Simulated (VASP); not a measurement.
Mo, 1 atom in the cell. Symmetry: Fm-3m, No. 225, cubic system. The conventional cell has a = 3.960 Å, b = 3.960 Å, c = 3.960 Å, α = 90.00°, β = 90.00°, γ = 90.00°. Within 3.7 Å of Mo (site symmetry m-3m) lie 12 Mo at 2.80 Å. 

* Program: VASP 6.6.1
* Task: relaxation of cell and atoms
* Functional: PBEsol
* Potentials or basis: VASP PAW PBE potentials, release 64 (Mo_sv)
* Cutoff: 600 eV
* k mesh: 18 × 18 × 18
* Occupations: gaussian, width 0.1 eV
* Spin: no spin polarisation
* Dipole correction: no
* Further INCAR settings: ALGO = Fast; EDIFF = 1e-06; IBRION = 2; EDIFFG = -0.005; NSW = 100; ISIF = 3

Potentials or basis: VASP PAW PBE potentials, release 64 (Mo_sv).

Launch:

```bash
$ cat potpaw_PBE.64/Mo_sv/POTCAR > POTCAR
$ mpirun -np 1 vasp_std > vasp.out
```

Hardware: 1 thread of Intel Xeon 6975P-C, on a shared host.

Q: How long does it take, and how much memory?

A: Run time: 2 min on 1 thread of Intel Xeon 6975P-C, with other jobs on the host, peak memory 0.18 GiB. Counts: scf iterations 29, k points 195, ion steps 4.
